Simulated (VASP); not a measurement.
# PtS2 (P-3m1) in VASP: further runs, part 2 of 2

VASP 6.6.1.

## 5. Single point, PBE (uniaxial z strain +1.0%)

File INCAR:

```
  PREC = Accurate
  ENCUT = 520
  EDIFF = 1E-6
  ISMEAR = -1
  SIGMA = 0.02
  LREAL = False
  LASPH = True
  NELM = 60
  ALGO = Normal
  ISIF = 2
  LWAVE = False
  LCHARG = False
  GGA = PE
  NBANDS = 18
```

File KPOINTS:

```
regular mesh
0
Gamma
  12 12 6
```

File POSCAR:

```
PtS2
1.0
    3.5526415799      0.0000000000      0.0000000000
   -1.7763207900      3.0766778587      0.0000000000
    0.0000000000      0.0000000000      5.1739381656
Pt S
1 2
Direct
    0.0000000000      0.0000000000      0.0000000000
    0.3333333333      0.6666666667      0.2371271869
    0.6666666667      0.3333333333      0.7628728131
```

Potentials or basis: VASP PAW PBE potentials, release 64 (Pt, S).

Launch:

```
cat potpaw_PBE.64/Pt/POTCAR potpaw_PBE.64/S/POTCAR > POTCAR
mpirun -np 1 vasp_std > vasp.out
```

OUTCAR:

```text
PREC = Accurate
   ENCUT = 520
   EDIFF = 1E-6
   ISMEAR = -1
   LREAL = False
   LASPH = True
   NELM = 60
   ISIF = 2
   GGA = PE

 ion  position               nearest neighbor table
   1  0.000  0.000  0.000-   2 2.39   3 2.39   2 2.39   3 2.39   3 2.39   2 2.39
   2  0.333  0.667  0.237-   1 2.39   1 2.39   1 2.39
   3  0.667  0.333  0.763-   1 2.39   1 2.39   1 2.39

  LATTYP: Found a hexagonal cell.
 ALAT       =     3.5526415799
 C/A-ratio  =     1.4563636802

  Lattice vectors:

 A1 = (   3.5526415799,   0.0000000000,   0.0000000000)
 A2 = (  -1.7763207900,   3.0766778587,   0.0000000000)
 A3 = (   0.0000000000,   0.0000000000,   5.1739381656)

Analysis of symmetry for initial positions (statically):
=====================================================================
 Subroutine PRICEL returns:
 Original cell was already a primitive cell.

 Routine SETGRP: Setting up the symmetry group for a
 hexagonal supercell.

 Subroutine GETGRP returns: Found 12 space group operations
 (whereof 12 operations were pure point group operations)
 out of a pool of 24 trial point group operations.

The static configuration has the point symmetry D_3d.

Analysis of symmetry for dynamics (positions and initial velocities):
=====================================================================
 Subroutine PRICEL returns:
 Original cell was already a primitive cell.

 Routine SETGRP: Setting up the symmetry group for a
 hexagonal supercell.

 Subroutine GETGRP returns: Found 12 space group operations
 (whereof 12 operations were pure point group operations)
 out of a pool of 24 trial point group operations.

The dynamic configuration has the point symmetry D_3d.

 Subroutine INISYM returns: Found 12 space group operations
 (whereof 12 operations are pure point group operations),
 and found     1 'primitive' translations

----------------------------------------------------------------------------------------

                                     Primitive cell

  volume of cell :      56.5529

  direct lattice vectors                    reciprocal lattice vectors
     3.552641580  0.000000000  0.000000000     0.281480689  0.162512952  0.000000000
    -1.776320790  3.076677859  0.000000000     0.000000000  0.325025903  0.000000000
     0.000000000  0.000000000  5.173938166     0.000000000  0.000000000  0.193276372

  length of vectors
     3.552641580  3.552641580  5.173938166     0.325025903  0.325025903  0.193276372

  position of ions in fractional coordinates (direct lattice)
     0.000000000  0.000000000  0.000000000
     0.333333333  0.666666667  0.237127187
     0.666666667  0.333333333  0.762872813

  ion indices of the primitive-cell ions
   primitive index   ion index
                 1           1
                 2           2
                 3           3

----------------------------------------------------------------------------------------

 KPOINTS: regular mesh

Automatic generation of k-mesh.
 Grid dimensions read from file:
 generate k-points for:   12   12    6

 Generating k-lattice:

  Cartesian coordinates                     Fractional coordinates (reciprocal lattice)
     0.023456724  0.013542746  0.000000000     0.083333333  0.000000000  0.000000000
     0.000000000  0.027085492  0.000000000     0.000000000  0.083333333  0.000000000
     0.000000000  0.000000000  0.032212729     0.000000000  0.000000000  0.166666667

  Length of vectors
     0.027085492  0.027085492  0.032212729

  Shift w.r.t. Gamma in fractional coordinates (k-lattice)
     0.000000000  0.000000000  0.000000000

 Subroutine IBZKPT returns following result:
 ===========================================

 Found    100 irreducible k-points:

 Following reciprocal coordinates:
            Coordinates               Weight
  0.000000  0.000000  0.000000      1.000000
  0.083333  0.000000  0.000000      6.000000
  0.166667  0.000000  0.000000      6.000000
  0.250000  0.000000  0.000000      6.000000
  0.333333 -0.000000  0.000000      6.000000
  0.416667  0.000000  0.000000      6.000000
[... 16 lines left out ...]
  0.166667  0.000000  0.166667      6.000000
  0.000000  0.166667  0.166667      6.000000
 [... further k-points ...]
   k-points           NKPTS =    100   k-points in BZ     NKDIM =    100   number of bands    NBANDS=     18
   number of dos      NEDOS =    301   number of ions     NIONS =      3
   total plane-waves  NPLWV =  31360
   dimension x,y,z NGX =    28 NGY =   28 NGZ =   40
   dimension x,y,z NGXF=    56 NGYF=   56 NGZF=   80
   ions per type =               1   2
   NGX,Y,Z   is equivalent  to a cutoff of  13.10, 13.10, 12.85 a.u.
   NGXF,Y,Z  is equivalent  to a cutoff of  26.21, 26.21, 25.71 a.u.
 SYSTEM =  unknown system
   PREC   = accura    normal or accurate (medium, high low for compatibility)
   ISTART =      0    job   : 0-new  1-cont  2-samecut
   ICHARG =      2    charge: 1-file 2-atom 10-const
   ISPIN  =      1    spin polarized calculation?
   LNONCOLLINEAR =      F non collinear calculations
   LSORBIT =      F    spin-orbit coupling
   LASPH  =      T    aspherical Exc in radial PAW
   ENCUT  =  520.0 eV  38.22 Ry    6.18 a.u.   6.61  6.61  9.62*2*pi/ulx,y,z
   NELM   =     60;   NELMIN=  2; NELMDL= -5     # of ELM steps
   EDIFF  = 0.1E-05   stopping-criterion for ELM
   LREAL  =      F    real-space projection
   EDIFFG = 0.1E-04   stopping-criterion for IOM
   NSW    =      0    number of steps for IOM
   IBRION =     -1    ionic relax: 0-MD 1-quasi-New 2-CG
   NFREE  =      0    steps in history (QN), initial steepest desc. (CG)
   ISIF   =      2    stress and relaxation
   ISYM   =      2    0-nonsym 1-usesym 2-fastsym
   POTIM  = 0.5000    time-step for ionic-motion
   TEBEG  =    0.0;   TEEND  =   0.0 temperature during run
   PSTRESS=    0.0 pullay stress
   NELECT =      22.0000    total number of electrons
   NUPDOWN=      -1.0000    fix difference up-down
   EMIN   =  10.00;   EMAX   =-10.00  energy-range for DOS
   EFERMI =   0.00;   METHOD = LEGACY
   ISMEAR =    -1;   SIGMA  =   0.02  broadening in eV -4-tet -1-fermi 0-gaus
   EFERMI_NEDOS =   21; number of points for ismear=-14 and -15
   IALGO  =     38    algorithm
   IMIX   =      4    mixing-type and parameters
     AMIX     =   0.40;   BMIX     =  1.00
     AMIX_MAG =   1.60;   BMIX_MAG =  1.00
  volume/ion in A,a.u.               =      18.85       127.21
  Fermi-wavevector in a.u.,A,eV,Ry     =   1.195081  2.258376 19.432108  1.428220
  Thomas-Fermi vector in A             =   2.331056
   LORBIT       =      0    0 simple, 1 ext, 2 COOP (PROOUT), +10 PAW based schemes
   GGA     = PE    functional components
   LHFCALC =     F    Hartree Fock is set to
   AEXX    =    0.0000 exact exchange contribution
   IVDW    =     0    specifies the selected vdW correction
   LEPSILON=     F    determine dielectric tensor
   LRPA    =     F    only Hartree local field effects (RPA)
 non-spin polarized calculation
  energy-cutoff  :      520.00
  volume of cell :       56.55
 maximum number of plane-waves:      1555
 NGX is ok and might be reduce to    28
   NGX = 13   NGY = 13   NGZ = 19

 number of electron      21.9999998 magnetization

 Free energy of the ion-electron system (eV)
  ---------------------------------------------------
  ext. energy  EPLUGINS =         0.00000000
  ---------------------------------------------------
  free energy    TOTEN  =       -15.40386302 eV

  energy without entropy =      -15.40386302  energy(sigma->0) =      -15.40386302

 E-fermi :   6.6482     XC(G=0): -10.4594

 val. band max:        6.2809398055   @ k =   0.0000   0.1667   0.1667
 cond. band min:       7.0273146749   @ k =   0.0000   0.2500   0.3333
 fundamental gap:      0.7463748695
 Fermi energy:         6.6482396330

 k-point     1 :       0.0000    0.0000    0.0000
  band No.  band energies     occupation
      1      -8.7749      2.00000
      2      -6.0204      2.00000
      3      -0.4294      2.00000
      4      -0.1222      2.00000
      5      -0.1222      2.00000
      6       2.6093      2.00000
[... 10 lines left out ...]
     17      14.4101      0.00000
     18      18.5117      0.00000
[... 463 lines left out ...]
 k-point    24 :       0.0000    0.1667    0.1667
  band No.  band energies     occupation
      1      -8.3717      2.00000
      2      -6.2842      2.00000
      3      -0.2405      2.00000
      4       0.0723      2.00000
      5       0.4462      2.00000
      6       1.9714      2.00000
[... 10 lines left out ...]
     17      15.7026      0.00000
     18      15.7200      0.00000

 [... further k-points ...]

------------------------ aborting loop because EDIFF is reached ----------------------------------------

  FORCE on cell =-STRESS in cart. coord.  units (eV):
  Direction    XX          YY          ZZ          XY          YZ          ZX
  --------------------------------------------------------------------------------------
  -------------------------------------------------------------------------------------
  Total        1.1860893      1.1860893      0.7344777     -0.0000000      0.0000000      0.0000000
  in kB       33.6026342     33.6026342     20.8082015     -0.0000000      0.0000000      0.0000000
  external PRESSURE =      29.3378233 kB  Pullay stress =       0.0000000 kB

 VOLUME and BASIS-vectors are now :
 -----------------------------------------------------------------------------
  energy-cutoff  :      520.00
  volume of cell :       56.55
      direct lattice vectors                 reciprocal lattice vectors
     3.552641580  0.000000000  0.000000000     0.281480689  0.162512952  0.000000000
    -1.776320790  3.076677859  0.000000000     0.000000000  0.325025903  0.000000000
     0.000000000  0.000000000  5.173938166     0.000000000  0.000000000  0.193276372

 POSITION                                       TOTAL-FORCE (eV/Angst)
 -----------------------------------------------------------------------------------
      0.00000      0.00000      0.00000        -0.000000      0.000000      0.000000
     -0.00000      2.05112      1.22688         0.000000      0.000000      0.021743
      1.77632      1.02556      3.94706        -0.000000      0.000000     -0.021743
 -----------------------------------------------------------------------------------
    total drift:                               -0.000000     -0.000000     -0.000000

  FREE ENERGIE OF THE ION-ELECTRON SYSTEM (eV)
  ---------------------------------------------------
  free  energy   TOTEN  =       -15.4038630236 eV

  energy  without entropy=      -15.4038630235  energy(sigma->0) =      -15.40386302
```

OSZICAR:

```text
N       E                     dE             d eps       ncg     rms          rms(c)
DAV:   1     0.110883447042E+03    0.11088E+03   -0.10396E+04  3648   0.109E+03
DAV:   2    -0.114144001650E+02   -0.12230E+03   -0.11822E+03  4452   0.220E+02
DAV:   3    -0.166981112109E+02   -0.52837E+01   -0.52452E+01  4562   0.463E+01
DAV:   4    -0.167552462624E+02   -0.57135E-01   -0.57107E-01  4718   0.528E+00
DAV:   5    -0.167561814180E+02   -0.93516E-03   -0.93508E-03  4618   0.659E-01    0.179E+01
DAV:   6    -0.156685079499E+02    0.10877E+01   -0.61141E+00  3728   0.243E+01    0.118E+01
DAV:   7    -0.154217384127E+02    0.24677E+00   -0.12019E+00  3704   0.110E+01    0.580E+00
DAV:   8    -0.154069329252E+02    0.14805E-01   -0.66059E-02  3970   0.176E+00    0.118E+00
DAV:   9    -0.154035859282E+02    0.33470E-02   -0.92371E-03  4314   0.996E-01    0.223E-01
DAV:  10    -0.154038036940E+02   -0.21777E-03   -0.14753E-03  4530   0.244E-01    0.926E-02
DAV:  11    -0.154038583797E+02   -0.54686E-04   -0.65911E-05  4328   0.662E-02    0.453E-02
DAV:  12    -0.154038613161E+02   -0.29364E-05   -0.10813E-05  4474   0.295E-02    0.102E-02
DAV:  13    -0.154038627502E+02   -0.14341E-05   -0.13640E-06  3636   0.824E-03    0.404E-03
DAV:  14    -0.154038630236E+02   -0.27345E-06   -0.28414E-07  3010   0.393E-03
   1 F= -.15403863E+02 E0= -.15403863E+02  d E =-.973373E-10
```

stdout:

```text
POSCAR found type information on POSCAR PtS
 POSCAR found :  2 types and       3 ions
 scaLAPACK will be used
 LDA part: xc-table for (Slater+PW92), standard interpolation
 POSCAR, INCAR and KPOINTS ok, starting setup
 FFT: planning ... GRIDC
 FFT: planning ... GRID_SOFT
 FFT: planning ... GRID
 WAVECAR not read
 entering main loop
```

Run time: 2 min. Hardware: 1 thread of Intel Xeon 8259CL, shared host; peak memory 0.25 GiB.

What came out:

```
Free energy            : -15.4039 eV
Pressure               : 2.9 GPa
Largest force          : 0.022 eV/Å
Band gap on the k mesh : 0.75 eV (least direct gap 0.99 eV)
```

Forces in eV/Å, atoms in the order of the input:
```
Pt   0.000  0.000  0.000
S    0.000  0.000  0.022
S    0.000  0.000 -0.022
```

Levels at points of the mesh, in eV from the valence-band top:
```
           k point  band 7  band 8  band 9  band 10  band 11  band 12  band 13  band 14  band 15  band 16
(0.00, 0.00, 0.00)   -3.67   -1.93   -0.99    -0.99    -0.05     2.19     2.19     4.86     5.43     8.13
(0.50, 0.00, 0.00)   -3.06   -3.02   -2.97    -2.88    -2.36     1.62     2.58     5.44     6.47     8.27
(0.00, 0.00, 0.50)   -3.69   -2.50   -1.20    -1.20    -1.09     2.66     2.66     5.59     7.08     7.84
(0.50, 0.00, 0.50)   -3.04   -2.98   -2.67    -2.61    -1.42     1.83     2.26     5.08     5.55     7.65
```

Caveat: the cell differs from its parent crystal (uniaxial z strain +1.0%); spin-orbit coupling is left out, which moves the levels of the heavy elements. A k mesh can miss the band edges.

## 6. Summary

```csv
cell,gap on the mesh (eV),pressure (GPa),largest force (eV/Å)
"a = 3.553, b = 3.553, c = 5.123 Å, angles 90.0, 90.0, 120.0°, 3 atoms, atomic positions A",0.71,3.2,0.03
"a = 3.624, b = 3.624, c = 4.913 Å, angles 90.0, 90.0, 120.0°, 3 atoms, atomic positions B",0.51,0.3,0.02
"a = 3.499, b = 3.499, c = 5.306 Å, angles 90.0, 90.0, 120.0°, 3 atoms, atomic positions C",0.86,5.3,0.04
"a = 3.553, b = 3.553, c = 5.174 Å, angles 90.0, 90.0, 120.0°, 3 atoms, atomic positions A",0.75,2.9,0.02
```

Alike in all rows: task single point; level PBE; potentials or basis VASP PAW PBE potentials, release 64 (Pt, S); no spin polarisation; k mesh 12 × 12 × 6; cutoff (eV) 520; smearing fermi-dirac 0.02 eV.

Caveats: spin-orbit coupling is left out, which moves the levels of the heavy elements; the cell stands under pressure (at least some runs).

Absolute energies hang on the potentials; compare differences alone.
